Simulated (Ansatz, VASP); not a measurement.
**Sb in VASP and in Ansatz**

```
Sb
1.0
     0.00000    2.36342    2.36342
     2.36342    0.00000    2.36342
     2.36342    2.36342    0.00000
Sb
1
Direct
  0.00000 0.00000 0.00000
```

Alike in both runs: task relaxation of cell and atoms; functional PBEsol; k mesh 16 × 16 × 16; occupations gaussian, width 0.1 eV; no spin polarisation.

```csv
,VASP,Ansatz
version,VASP 6.6.1,Ansatz 0.2.0
potentials or method,"VASP PAW PBE potentials, release 64 (Sb), cutoff 600 eV","scalar-relativistic, plane waves, PAW"
valence electrons in the cell,5,15
```

```tsv
	VASP	Ansatz	Ansatz less VASP
gap on the k mesh at the Fermi level, each at its own relaxed structure (eV)	none	none	-
relaxed volume (Å³/atom)	26.17	26.18	+0.006
relaxed cell length with the largest relative difference (Å)	3.333	3.333	+0.0003
```

VASP's potentials were made for PBE, not for PBEsol. A gap of «none» marks a metal or a gap that the smearing closes. VASP's potentials hold 5 valence electrons a cell and Ansatz's 15, so a difference there can come from the potentials and not from the codes.

Spin-orbit coupling is off throughout.
